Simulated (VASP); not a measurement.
Input of a VASP 6.6.1 run:

INCAR

```
SYSTEM = IrO2
ALGO = Normal
EDIFF = 1E-6
ENCUT = 600
GGA = PE
GGA_COMPAT = .False.
ISIF = 2
ISMEAR = -1
LASPH = .True.
LCHARG = .False.
LREAL = .False.
LWAVE = .False.
NBANDS = 30
NELM = 120
PREC = Accurate
SIGMA = 0.1
```

Contents of KPOINTS:

```
k-points
0
Gamma
  5 5 7
  0 0 0
```

POSCAR

```
IrO2
1.0
    4.4287276188      0.0000000000      0.0000000000
    0.0000000000      4.4287276188      0.0000000000
    0.0000000000      0.0000000000      3.1050540625
Ir O
2 4
Direct
    0.0000000000      0.0000000000      0.0000000000
    0.5000000000      0.5000000000      0.5000000000
    0.3077000000      0.3077000000      0.0000000000
    0.1923000000      0.8077000000      0.5000000000
    0.6923000000      0.6923000000      0.0000000000
    0.8077000000      0.1923000000      0.5000000000
```

Potentials or basis: VASP PAW PBE potentials, release 64 (Ir, O).

Run with:

```sh
$ cat potpaw_PBE.64/Ir/POTCAR potpaw_PBE.64/O/POTCAR > POTCAR
$ mpirun -np 1 vasp_std > vasp.out
```

Estimate the pressure.

25.6 GPa.

What does it give for the band gap on the k mesh?

Zero (bands 21 and 22 overlap by 0.77 eV).

Forces on the atoms (eV/Å):
```
Ir   0.000  0.000  0.000
Ir   0.000  0.000  0.000
O    0.010  0.010  0.000
O   -0.010  0.010  0.000
O   -0.010 -0.010  0.000
O    0.010 -0.010  0.000
```

Caveat: the stress differs along the axes, from 23 to 31 GPa; spin-orbit coupling is left out, which moves the levels of the heavy elements.
